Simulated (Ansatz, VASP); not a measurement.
One calculation of Ga3Se, two programs

```
Ga Se
1.0
     4.43246    0.00000    0.00000
     0.00000    4.43246    0.00000
     0.00000    0.00000    4.43246
Ga Se
3 1
Direct
  0.00000 0.50000 0.50000
  0.50000 0.00000 0.50000
  0.50000 0.50000 0.00000
  0.00000 0.00000 0.00000
```

Alike in both runs: task relaxation of cell and atoms; functional PBEsol; k mesh 10 × 10 × 10; occupations gaussian, width 0.1 eV; no spin polarisation.

```csv
,VASP,Ansatz
version,VASP 6.6.1,Ansatz 0.2.0
potentials or method,"VASP PAW PBE potentials, release 64 (Ga_d, Se), cutoff 600 eV","scalar-relativistic, plane waves, PAW"
valence electrons in the cell,45,55
```

```csv
,VASP,Ansatz,Ansatz less VASP
"gap on the k mesh at the Fermi level, each at its own relaxed structure (eV)",none,none,-
relaxed volume (Å³/atom),19.87,19.84,-0.032
relaxed cell length with the largest relative difference (Å),4.299,4.297,-0.0023
```

VASP's potentials were made for PBE, not for PBEsol. A gap of «none» marks a metal or a gap that the smearing closes. VASP's potentials hold 45 valence electrons a cell and Ansatz's 55, so a difference there can come from the potentials and not from the codes.
